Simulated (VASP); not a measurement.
A run of VASP 6.6.1 is set up as follows.

The input INCAR:

```
PREC = Accurate
ENCUT = 600
EDIFF = 1E-6
ISMEAR = 0
SIGMA = 0.1
LREAL = F
LASPH = T
NELM = 60
ALGO = Normal
ISIF = 3
LWAVE = F
LCHARG = F
GGA = PE
IBRION = 2
NSW = 100
EDIFFG = -0.01
```

Contents of KPOINTS:

```
regular mesh
0
Gamma
  12 12 4
```

The input POSCAR:

```
Al2BAs2
1.0
    3.1958268149      0.0000000000      0.0000000000
   -1.5979134074      2.7676672078      0.0000000000
    0.0000000000      0.0000000000      9.1684787805
Al B As
2 1 2
Direct
    0.3333333333      0.6666666667      0.1209857394
    0.6666666667      0.3333333333      0.8790142606
    0.0000000000      0.0000000000      0.0000000000
    0.3333333333      0.6666666667      0.6505023970
    0.6666666667      0.3333333333      0.3494976030
```

Potentials or basis: VASP PAW PBE potentials, release 64 (Al, B, As).

Command:

```console
$ cat potpaw_PBE.64/Al/POTCAR potpaw_PBE.64/B/POTCAR potpaw_PBE.64/As/POTCAR > POTCAR
$ mpirun -np 1 vasp_std > vasp.out
```

Problem. Estimate the band gap on the k mesh.

Solution. Zero (an odd number of electrons rules out a gap without spin polarisation).

Problem. Estimate the space group after relaxing (to 0.1 Å).

Solution. P-3m1 (No. 164).

Forces on the atoms (eV/Å):
```
Al   0.000  0.000  0.000
Al   0.000  0.000  0.000
B    0.000  0.000  0.000
As   0.000  0.000  0.003
As   0.000  0.000 -0.003
```
